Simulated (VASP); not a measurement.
Input of a VASP 6.6.1 run:

Contents of INCAR:

```
SYSTEM = Sb
PREC = Accurate ; ENCUT = 520
EDIFF = 1E-6 ; ISMEAR = -1
SIGMA = 0.05 ; LREAL = .False.
LASPH = .True. ; NELM = 80
ALGO = Normal ; ISIF = 2
LWAVE = .False. ; LCHARG = .False.
GGA = PE ; NBANDS = 8
```

The input KPOINTS:

```
Automatic mesh
0
Gamma
  13 13 13
  0 0 0
```

File POSCAR:

```
Sb
1.0
    3.1600000000      0.0000000000      0.0000000000
    0.0000000000      3.1600000000      0.0000000000
    0.0000000000      0.0000000000      3.1284000000
Sb
1
Direct
    0.0000000000      0.0000000000      0.0000000000
```

Potentials or basis: VASP PAW PBE potentials, release 64 (Sb).

Launch:

```bash
$ cat potpaw_PBE.64/Sb/POTCAR > POTCAR
$ mpirun -np 1 vasp_std > vasp.out
```

Problem. What does it give for the pressure?

Solution. -2.1 GPa.

Stress tensor (GPa, compression positive):
```
-2.57  0.00  0.00
 0.00 -2.57  0.00
 0.00  0.00 -1.10
```

Caveat: the cell differs from its parent crystal (zz strain of -1 %).
